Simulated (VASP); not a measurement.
# Au (I4/mmm) in VASP: notebook, part 2 of 2

VASP 6.6.1.

## Step 5: Single point, PBEsol

This run uses another cell than the first one, of the same volume but with other edges.

The input, INCAR:

```
PREC     = Accurate       # precision mode
ENCUT    = 520            # plane-wave cutoff, eV
EDIFF    = 1E-6           # SCF threshold, eV
ISMEAR   = 0              # smearing method
SIGMA    = 0.15           # smearing width, eV
LREAL    = F              # projectors in reciprocal space
LASPH    = T              # aspherical terms in the spheres
NELM     = 80             # most SCF steps
ALGO     = Fast           # electronic algorithm
ISIF     = 2              # what is computed and relaxed
LWAVE    = F              # write WAVECAR
LCHARG   = F              # write CHGCAR
GGA      = PS             # functional
NBANDS   = 12             # bands
```

The input, KPOINTS:

```
regular mesh
0
Gamma
  28 28 28
```

The input, POSCAR:

```
Au
1.0
    0.0000000000      1.7837939893      2.6756909839
    1.7837939893      0.0000000000      2.6756909839
    1.7837939893      1.7837939893      0.0000000000
Au
1
Direct
    0.0000000000      0.0000000000      0.0000000000
```

Potentials or basis: VASP PAW PBE potentials, release 64 (Au).

Launch:

```bash
$ cat potpaw_PBE.64/Au/POTCAR > POTCAR
$ mpirun -np 1 vasp_std > vasp.out
```

OUTCAR:

```text
PREC = Accurate
   ENCUT = 520
   EDIFF = 1E-6
   ISMEAR = 0
   LREAL = F
   LASPH = T
   NELM = 80
   ISIF = 2
   GGA = PS

 ion  position               nearest neighbor table
   1  0.000  0.000  0.000-

  LATTYP: Found a body centered tetragonal cell.
 ALAT       =     2.5226656521
 C/A-ratio  =     2.1213203435

  Lattice vectors:

 A1 = (  -1.7837939893,   0.0000000000,   2.6756909839)
 A2 = (   1.7837939893,   0.0000000000,   2.6756909839)
 A3 = (   0.0000000000,   1.7837939893,  -2.6756909839)

Analysis of symmetry for initial positions (statically):
=====================================================================
 Subroutine PRICEL returns:
 Original cell was already a primitive cell.

 Routine SETGRP: Setting up the symmetry group for a
 body centered tetragonal supercell.

 Subroutine GETGRP returns: Found 16 space group operations
 (whereof 16 operations were pure point group operations)
 out of a pool of 16 trial point group operations.

The static configuration has the point symmetry D_4h.

Analysis of symmetry for dynamics (positions and initial velocities):
[... 169 lines left out ...]
      3       3.6335      2.00000
      4       6.3284      2.00000
      5       6.3284      2.00000
      6       7.8834      2.00000
      7      21.6491      0.00000
      8      25.9986      0.00000
      9      29.9576      0.00000
     10      29.9576      0.00000
     11      31.1366      0.00000
     12      31.6612      0.00000
[... 331 lines left out ...]
 k-point    24 :       0.3214    0.0357    0.0000
  band No.  band energies     occupation
      1       1.4480      2.00000
      2       3.3233      2.00000
      3       4.6961      2.00000
      4       5.9712      2.00000
      5       6.4132      2.00000
      6       6.9995      2.00000
      7      18.7879      0.00000
      8      20.8097      0.00000
      9      27.4799      0.00000
     10      29.8450      0.00000
     11      31.6858      0.00000
     12      33.7298      0.00000

 [... further k-points ...]

------------------------ aborting loop because EDIFF is reached ----------------------------------------

  FORCE on cell =-STRESS in cart. coord.  units (eV):
  Direction    XX          YY          ZZ          XY          YZ          ZX
  --------------------------------------------------------------------------------------
  -------------------------------------------------------------------------------------
  Total        3.9750835      3.9750835     -1.0710922      0.0000000      0.0000000      0.0000000
  in kB      374.0257440    374.0257440   -100.7817981      0.0000000      0.0000000      0.0000000
  external PRESSURE =     215.7565633 kB  Pullay stress =       0.0000000 kB

 VOLUME and BASIS-vectors are now :
 -----------------------------------------------------------------------------
  energy-cutoff  :      520.00
  volume of cell :       17.03
      direct lattice vectors                 reciprocal lattice vectors
     0.000000000  1.783793989  2.675690984    -0.280301427  0.280301427  0.186867618
     1.783793989  0.000000000  2.675690984     0.280301427 -0.280301427  0.186867618
     1.783793989  1.783793989  0.000000000     0.280301427  0.280301427 -0.186867618

 POSITION                                       TOTAL-FORCE (eV/Angst)
 -----------------------------------------------------------------------------------
      0.00000      0.00000      0.00000        -0.000000     -0.000000      0.000000
 -----------------------------------------------------------------------------------
    total drift:                               -0.000000      0.000000     -0.000000

  FREE ENERGIE OF THE ION-ELECTRON SYSTEM (eV)
  ---------------------------------------------------
  free  energy   TOTEN  =        -3.4137028436 eV

  energy  without entropy=       -3.4095315926  energy(sigma->0) =       -3.41161722
```

It took 2.3 min on 1 thread of Intel Xeon 6975P-C, shared host; peak memory 0.42 GiB.

What came out:

| Item | Value |
| --- | --- |
| Free energy | -3.4137 eV |
| Pressure | 21.6 GPa |

Stress tensor (GPa, compression positive):
```
 37.40   0.00   0.00
  0.00  37.40   0.00
  0.00   0.00 -10.08
```

Levels at points of the mesh, in eV from the Fermi level:
```csv
k point,band 3,band 4,band 5,band 6,band 7,band 8,band 9,band 10
"(0.00, 0.00, 0.00)",-5.51,-2.82,-2.82,-1.26,12.50,16.85,20.81,20.81
"(0.50, 0.00, 0.00)",-3.45,-2.10,-1.90,-0.41,4.56,9.77,18.64,19.34
"(0.50, 0.50, 0.00)",-1.93,-1.73,-1.73,-1.14,0.61,15.58,15.58,22.06
"(0.50, 0.00, 0.50)",-3.65,-2.42,0.49,4.04,9.19,9.31,10.19,17.93
```

Caveat: the PAW data sets were made with another functional, which shifts forces and pressure a little; spin-orbit coupling is left out, which moves the levels of the heavy elements.

## Step 6: The runs side by side

```tsv
cell	further INCAR settings	gap on the mesh (eV)	pressure (GPa)
a = 2.853, b = 2.853, c = 2.969 Å, angles 58.6, 58.6, 62.7°, 1 atom	ALGO = Fast; EDIFF = 1e-06; NBANDS = 12	none	-0.2
a = 2.941, b = 2.941, c = 2.797 Å, angles 61.6, 61.6, 56.8°, 1 atom	ALGO = Fast; EDIFF = 1e-06; NBANDS = 12	none	0.2
a = 2.811, b = 2.811, c = 3.334 Å, angles 53.6, 53.6, 72.7°, 1 atom	ALGO = Fast; EDIFF = 1e-07; NBANDS = 12	none	0.1
a = 3.216, b = 3.216, c = 2.523 Å, angles 66.9, 66.9, 46.2°, 1 atom	ALGO = Fast; EDIFF = 1e-06; NBANDS = 12	none	21.6
```

Alike in all rows: task single point; level PBEsol; potentials or basis VASP PAW PBE potentials, release 64 (Au); no spin polarisation; k mesh 28 × 28 × 28; cutoff (eV) 520; smearing gaussian 0.15 eV.

Caveats: the PAW data sets were made with another functional, which shifts forces and pressure a little; spin-orbit coupling is left out, which moves the levels of the heavy elements.

Absolute energies hang on the potentials; compare differences alone.
